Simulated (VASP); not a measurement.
C:

```
CELL_PARAMETERS angstrom
-2.41040 2.41040 2.41040
2.41040 -2.41040 2.41040
2.41040 2.41040 -2.41040
ATOMIC_POSITIONS crystal
C 0.32547 0.00000 0.00000
C 0.67453 0.67453 0.67453
C 0.00000 0.32547 0.00000
C 0.00000 0.00000 0.32547
C 0.00000 0.67453 0.00000
C 0.32547 0.32547 0.32547
C 0.67453 0.00000 0.00000
C 0.00000 0.00000 0.67453
```

Base run:

* Program: VASP 6.6.1
* Functional: LDA
* Potentials or basis: VASP PAW LDA potentials, release 64 (C_h)
* Cutoff: 910 eV
* k mesh: 8 × 8 × 8
* Occupations: gaussian, width 0.02 eV
* Spin: no spin polarisation

Its results: band gap on the k mesh 3.03 eV, indirect (least direct gap 3.82 eV); pressure 0.5 GPa; largest force 0.037 eV/Å.

Q: The run is repeated on the same cell with these changes: potentials or basis from VASP PAW LDA potentials, release 64 (C_h) to VASP PAW LDA potentials, release 64 (C); cutoff from 910 eV to 520 eV; occupations from gaussian, width 0.02 eV to gaussian, width 0.05 eV. What comes out?

A: Band gap on the k mesh 3.03 eV, indirect (least direct gap 3.82 eV); pressure 1.1 GPa; largest force 0.049 eV/Å.

Caveats: the cutoff is under 1.25 times the usual one of these potentials, so pressure, stress and relaxed cells hold a basis-set (Pulay) error (some runs).

A k mesh can miss the band edges.
